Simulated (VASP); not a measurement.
# MnF2 (P-3m1) in VASP: notebook, part 2 of 2

VASP 6.6.1. Earlier steps stand in the parts before.

## Step 4: Single point, PBE+U, collinear spin, ferromagnetic start (16.38 Å³/atom)

This run uses another cell than the first one, of 16.38 Å³/atom.

File INCAR:

```
SYSTEM = MnF2
ALGO = Normal
EDIFF = 1E-6
ENCUT = 520
GGA = PE
ISIF = 2
ISMEAR = 0
ISPIN = 2
LASPH = .TRUE.
LCHARG = .TRUE.
LDAU = .TRUE.
LDAUJ = 0 0
LDAUL = 2 -1
LDAUPRINT = 1
LDAUTYPE = 2
LDAUU = 3.9 0
LELF = .TRUE.
LMAXMIX = 4
LORBIT = 11
LREAL = .FALSE.
LVHAR = .TRUE.
LWAVE = .FALSE.
MAGMOM = 4.73 0.07 0.07
NBANDS = 24
NELM = 150
PREC = Accurate
SIGMA = 0.05
```

File KPOINTS:

```
k-points
0
G
  8 8 6
  0 0 0
```

File POSCAR:

```
MnF2
1.0
    3.3844330181      0.0000000000      0.0000000000
   -1.6922165091      2.9310049710      0.0000000000
    0.0000000000      0.0000000000      4.9540960355
Mn F
1 2
Direct
    0.0000000000      0.0000000000      0.0000000000
    0.3333333333      0.6666666667      0.1925611912
    0.6666666667      0.3333333333      0.8074388088
```

The run is started by

```bash
$ cat potpaw_PBE.64/Mn_pv/POTCAR potpaw_PBE.64/F/POTCAR > POTCAR
$ mpirun -np 1 vasp_std > vasp.out
```

Wall time 47 s (1 thread of Intel Xeon 6975P-C (Granite Rapids), shared host); peak memory 0.25 GiB.

It converged, with:

* Free energy: -18.6966 eV
* Pressure: -0.8 GPa
* Largest force: 0.012 eV/Å
* Band gap on the k mesh: 3.10 eV (least direct gap 3.11 eV)
* Net moment: 5.00 μB per cell
* Site moments: Mn +4.68; F +0.05 μB
* Valence electrons inside the program's atomic spheres: Mn 11.21; F 6.09

Forces in eV/Å, atoms in the order of the input:
```
Mn   0.000  0.000  0.000
F    0.000  0.000 -0.012
F    0.000  0.000  0.012
```

Stress tensor (GPa, compression positive):
```
-1.06  0.00  0.00
 0.00 -1.06  0.00
 0.00  0.00 -0.28
```

Levels at points of the mesh, in eV from the valence-band top:
Spin up:
| k point | band 14 | band 15 | band 16 | band 17 | band 18 | band 19 |
| --- | --- | --- | --- | --- | --- | --- |
| (0.00, 0.00, 0.00) | -1.43 | -0.02 | -0.02 | 3.10 | 7.87 | 10.84 |
| (0.50, 0.00, 0.00) | -1.89 | -0.79 | -0.18 | 7.80 | 8.40 | 11.44 |
| (0.00, 0.00, 0.50) | -1.41 | 0.00 | 0.00 | 4.41 | 5.77 | 13.06 |
| (0.50, 0.00, 0.50) | -1.88 | -0.83 | -0.20 | 8.31 | 8.45 | 9.72 |
Spin down:
| k point | band 7 | band 8 | band 9 | band 10 | band 11 | band 12 | band 13 | band 14 | band 15 | band 16 |
| --- | --- | --- | --- | --- | --- | --- | --- | --- | --- | --- |
| (0.00, 0.00, 0.00) | -3.70 | -3.70 | -2.76 | -2.76 | -2.31 | 3.78 | 5.59 | 5.59 | 6.04 | 6.71 |
| (0.50, 0.00, 0.00) | -3.97 | -3.58 | -3.13 | -2.79 | -2.68 | 5.21 | 5.56 | 6.09 | 6.21 | 6.68 |
| (0.00, 0.00, 0.50) | -3.69 | -3.69 | -2.78 | -2.78 | -2.76 | 5.26 | 5.58 | 5.58 | 6.20 | 6.25 |
| (0.50, 0.00, 0.50) | -4.12 | -3.53 | -3.18 | -2.64 | -2.58 | 5.31 | 5.72 | 6.08 | 6.18 | 6.68 |

Eigenvalues of the final occupation matrices:
```
    site  spin  trace               eigenvalues
site 1 d     1   4.80  0.94 0.95 0.95 0.98 0.98
site 1 d     2   0.15  0.01 0.01 0.01 0.06 0.06
```

Caveat: a cell with one magnetic atom can't hold antiferromagnetic order, which such compounds often take. A k mesh can miss the band edges.

## Step 5: Single point, PBE+U, collinear spin, ferromagnetic start (16.62 Å³/atom)

This run uses another cell than the first one, of 16.62 Å³/atom.

File INCAR:

```
PREC     = Accurate       # precision mode
ENCUT    = 520            # plane-wave cutoff, eV
EDIFF    = 1E-7           # SCF threshold, eV
ISMEAR   = 0              # smearing method
SIGMA    = 0.05           # smearing width, eV
LREAL    = F              # projectors in reciprocal space
LASPH    = T              # aspherical terms in the spheres
NELM     = 150            # most SCF steps
ALGO     = Normal         # electronic algorithm
ISIF     = 2              # what is computed and relaxed
LWAVE    = F              # write WAVECAR
LCHARG   = T              # write CHGCAR
ISPIN    = 2              # spin polarisation
MAGMOM   = 4.73 0.07 0.07 # initial moments
LORBIT   = 11             # projections on sites
LMAXMIX  = 4              # l up to which the mixer works
LDAU     = T              # DFT+U
LDAUTYPE = 2            
LDAUL    = 2 -1           # shell
LDAUU    = 3.9 0          # U, eV
LDAUJ    = 0 0          
LDAUPRINT= 1            
GGA      = PE             # functional
LELF     = T              # ELF
LVHAR    = T            
NBANDS   = 24             # bands
```

File KPOINTS:

```
Automatic mesh
0
Gamma
  8 8 6
```

File POSCAR:

```
MnF2
1.0
    3.3736430256      0.0000000000      0.0000000000
   -1.6868215128      2.9216605634      0.0000000000
    0.0000000000      0.0000000000      5.0587821956
Mn F
1 2
Direct
    0.0000000000      0.0000000000      0.0000000000
    0.3333333333      0.6666666667      0.1902725993
    0.6666666667      0.3333333333      0.8097274007
```

The run is started by

```bash
$ cat potpaw_PBE.64/Mn_pv/POTCAR potpaw_PBE.64/F/POTCAR > POTCAR
$ mpirun -np 1 vasp_std > vasp.out
```

Run time: 55 s. Hardware: 1 thread of Intel Xeon 6975P-C (Granite Rapids), shared host; peak memory 0.24 GiB.

Results (log left out):

| Item | Value |
| --- | --- |
| Free energy | -18.6979 eV |
| Pressure | -0.6 GPa |
| Largest force | 0.032 eV/Å |
| Band gap on the k mesh | 3.12 eV (least direct gap 3.14 eV) |
| Net moment | 5.00 μB per cell |
| Site moments | Mn +4.68; F +0.05 μB |
| Valence electrons inside the program's atomic spheres | Mn 11.22; F 6.09 |

Forces in eV/Å, atoms in the order of the input:
```
Mn   0.000  0.000  0.000
F    0.000  0.000 -0.032
F    0.000  0.000  0.032
```

Stress tensor (GPa, compression positive):
```
-0.74  0.00  0.00
 0.00 -0.74  0.00
 0.00  0.00 -0.44
```

Levels at points of the mesh, in eV from the valence-band top:
Spin up:
| k point | band 13 | band 14 | band 15 | band 16 | band 17 | band 18 | band 19 | band 20 |
| --- | --- | --- | --- | --- | --- | --- | --- | --- |
| (0.00, 0.00, 0.00) | -2.28 | -1.42 | -0.01 | -0.01 | 3.12 | 7.80 | 10.56 | 15.12 |
| (0.50, 0.00, 0.00) | -2.03 | -1.88 | -0.78 | -0.18 | 7.86 | 8.41 | 11.37 | 11.85 |
| (0.00, 0.00, 0.50) | -2.29 | -1.41 | 0.00 | 0.00 | 4.35 | 5.77 | 12.71 | 15.22 |
| (0.50, 0.00, 0.50) | -2.03 | -1.87 | -0.81 | -0.19 | 8.32 | 8.51 | 9.68 | 10.96 |
Spin down:
```
           k point  band 9  band 10  band 11  band 12  band 13  band 14
(0.00, 0.00, 0.00)   -2.77    -2.77    -2.35     3.81     5.59     5.59
(0.50, 0.00, 0.00)   -3.15    -2.80    -2.70     5.21     5.59     6.10
(0.00, 0.00, 0.50)   -2.79    -2.79    -2.75     5.21     5.58     5.58
(0.50, 0.00, 0.50)   -3.19    -2.67    -2.62     5.30     5.73     6.10
```

Eigenvalues of the final occupation matrices:
```tsv
site	spin	trace	eigenvalues
site 1 d	1	4.80	0.94 0.95 0.95 0.98 0.98
site 1 d	2	0.15	0.01 0.01 0.01 0.06 0.06
```

Caveat: a cell with one magnetic atom can't hold antiferromagnetic order, which such compounds often take. The state reached can hang on the start; a lower one may exist.

## Step 6: Overview

| U | cell | gap on the mesh (eV) | pressure (GPa) | moment (μB) | largest force (eV/Å) |
| --- | --- | --- | --- | --- | --- |
| Mn d U = 3.9 eV | a = 3.374, b = 3.374, c = 4.958 Å, angles 90.0, 90.0, 120.0°, 3 atoms, atomic positions A | 3.10 | -0.7 | 5.00 | 0.04 |
| Mn d U = 2.0 eV | a = 3.374, b = 3.374, c = 4.958 Å, angles 90.0, 90.0, 120.0°, 3 atoms, atomic positions A | 2.54 | -1.1 | 5.00 | 0.08 |
| Mn d U = 3.9 eV | a = 3.384, b = 3.384, c = 4.954 Å, angles 90.0, 90.0, 120.0°, 3 atoms, atomic positions A | 3.10 | -0.8 | 5.00 | 0.01 |
| Mn d U = 3.9 eV | a = 3.374, b = 3.374, c = 5.059 Å, angles 90.0, 90.0, 120.0°, 3 atoms, atomic positions B | 3.12 | -0.6 | 5.00 | 0.03 |

Alike in all rows: task single point; level PBE+U; potentials or basis VASP PAW PBE potentials, release 64 (Mn_pv, F); spin collinear, ferromagnetic start; k mesh 8 × 8 × 6; cutoff (eV) 520; smearing gaussian 0.05 eV.

Caveats: a cell with one magnetic atom can't hold antiferromagnetic order, which such compounds often take.

Total energies depend on the potentials used, so only differences within one code and one set of settings carry meaning.
